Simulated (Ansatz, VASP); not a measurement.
One calculation of ZnS, two programs

POSCAR

```
ZnS
1.0
    0.0000000000      2.6945131952      2.6945131952
    2.6945131952      0.0000000000      2.6945131952
    2.6945131952      2.6945131952      0.0000000000
Zn S
1 1
Direct
   -0.0068244798      0.0068244798     -0.0068244798
    0.7639171707      0.7360828293      0.7639171707
```

INCAR.step1

```
ALGO = Normal
EDIFF = 1E-4
ENCUT = 520
GGA = PE
ISMEAR = 0
LASPH = T
LCHARG = F
LREAL = F
LWAVE = T
NBANDS = 16
NELM = 100
PREC = Accurate
SIGMA = 0.05
```

Contents of INCAR.step2:

```
ALGO = Normal
EDIFF = 1E-6
ENCUT = 520
ISIF = 2
ISMEAR = 0
ISTART = 1
LASPH = T
LCHARG = F
LMIXTAU = T
LREAL = F
LWAVE = F
METAGGA = R2SCAN
NBANDS = 16
NELM = 100
PREC = Accurate
SIGMA = 0.05
```

The input KPOINTS:

```
k-points
0
Gamma
  8 8 8
```

Input for Ansatz:

```yaml
crystal:
  lattice:
    - [0.0, 2.6945131952, 2.6945131952]
    - [2.6945131952, 0.0, 2.6945131952]
    - [2.6945131952, 2.6945131952, 0.0]
  atoms:
    - { symbol: Zn, position: [-0.0068244798, 0.0068244798, -0.0068244798] }
    - { symbol: S, position: [0.7639171707, 0.7360828293, 0.7639171707] }
basis:
  ecutwfc: 500
kpoints:
  mp_grid: { grid: [8, 8, 8] }
hamiltonian:
  xc: r2scan
scf:
  occupations: { method: gaussian, width: 0.05 }
output:
  forces: true
  stress: true
  eigenvalues: true
```

Change from the starting cell: mode 4 (273.2 1/cm) frozen in, largest displacement +0.075 Å.

Alike in both runs: task single point; functional r2SCAN; k mesh 8 × 8 × 8; occupations gaussian, width 0.05 eV; no spin polarisation.

|  | VASP | Ansatz |
| --- | --- | --- |
| version | VASP 6.6.1 | Ansatz 0.2.0 |
| potentials or method | VASP PAW PBE potentials, release 64 (Zn, S), cutoff 520 eV | scalar-relativistic, plane waves, PAW |
| valence electrons in the cell | 18 | 18 |

|  | VASP | Ansatz | Ansatz less VASP |
| --- | --- | --- | --- |
| gap on the k mesh at the Fermi level (eV) | 2.65 | 2.64 | -0.010 |
| least direct gap on the mesh (eV) | 2.65 | 2.64 | -0.010 |
| pressure (GPa) | 0.4 | 0.4 | +0.01 |
| traceless stress, the component that is largest in VASP (GPa) | 2.62 | 2.63 | +0.012 |
| rms of the force components (eV/Å) | 0.380 | 0.378 | -0.0017 |

VASP's potentials were made for PBE, not for r2SCAN. Atom by atom the forces differ by 0.002 eV/Å (rms over components). The functional is the same, so the differences come from potentials, cutoffs and numerics.
